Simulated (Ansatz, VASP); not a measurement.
# Two plane-wave programs on AlGaN2

```
Al Ga N
1.0
     3.11529    0.00000    0.00000
     0.00000    3.11529    0.00000
     0.00000    0.00000    4.20896
Al Ga N
1 1 2
Direct
  0.50000 0.50000 0.50000
  0.00000 0.00000 0.00000
  0.50000 0.00000 0.73922
  0.00000 0.50000 0.26078
```

Change from the starting cell: strain along c alone, the other axes held, atoms relaxed: -4.0 %.

Alike in both runs: functional LDA; k mesh 8 × 8 × 6; occupations gaussian, width 0.02 eV; no spin polarisation.

Ansatz relaxed the structure, and its values are those at the end. VASP's run is a single point on that final structure, the one shown.

|  | VASP | Ansatz |
| --- | --- | --- |
| version | VASP 6.6.1 | Ansatz 0.2.0 |
| potentials or method | VASP PAW LDA potentials, release 64 (Al, Ga_d, N), cutoff 520 eV | scalar-relativistic, plane waves, PAW |
| valence electrons in the cell | 26 | 26 |

```csv
,VASP,Ansatz,Ansatz less VASP
gap on the k mesh at the Fermi level (eV),3.40,3.40,+0.001
least direct gap on the mesh (eV),3.42,3.40,-0.012
pressure (GPa),10.0,8.9,-1.05
rms of the force components (eV/Å),0.012,0.000,-0.0117
```

LDA's correlation is that of Perdew and Zunger in VASP and of Perdew and Wang (1992) in Ansatz. Ansatz's warnings: stress scf threshold loose.
